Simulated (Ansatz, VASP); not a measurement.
# MnO: VASP beside Ansatz

```
Mn O
1.0
     2.67239    0.00000    0.00000
     0.00000    2.67239    0.00000
     0.00000    0.00000    2.67239
Mn O
1 1
Cartesian
  0.0000 0.0000 0.0000
  1.3362 1.3362 1.3362
```

Alike in both runs: task relaxation of cell and atoms; functional HSE06; k mesh 5 × 5 × 5; occupations fermi-dirac, width 0.05 eV; collinear spin.

|  | VASP | Ansatz |
| --- | --- | --- |
| version | VASP 6.6.1 | Ansatz 0.2.0 |
| potentials or method | VASP PAW PBE potentials, release 64 (Mn_pv, O) | Ansatz PAW |
| plane-wave cutoff (eV) | 600 | 420 |
| valence electrons in the cell | 19 | 21 |

```csv
,VASP,Ansatz,Ansatz less VASP
"gap on the k mesh at the Fermi level, each at its own relaxed structure (eV)",1.56,1.57,+0.011
net moment per atom (μB),2.50,2.50,0.000
size of the moment on the site where the two differ most (μB),4.59,4.42,-0.173
relaxed volume (Å³/atom),10.37,10.34,-0.022
relaxed length of the cell vector where the two differ most in proportion (Å),2.747,2.745,-0.0019
```

Site moments also hang on the region over which each program counts them. VASP's potentials hold 19 valence electrons a cell and Ansatz's 21, so a difference there can come from the potentials and not from the codes.

The k mesh is coarse, so the values compare programs but aren't converged. Noted on Ansatz's run: the magnetic or orbital state may not be the lowest; odd divisions of the mesh miss points on the zone boundary, where band edges often lie, so the gap on the mesh can be too wide; the plane-wave basis is chosen anew once the cell has moved, so the energies of steps on either side of that aren't comparable.
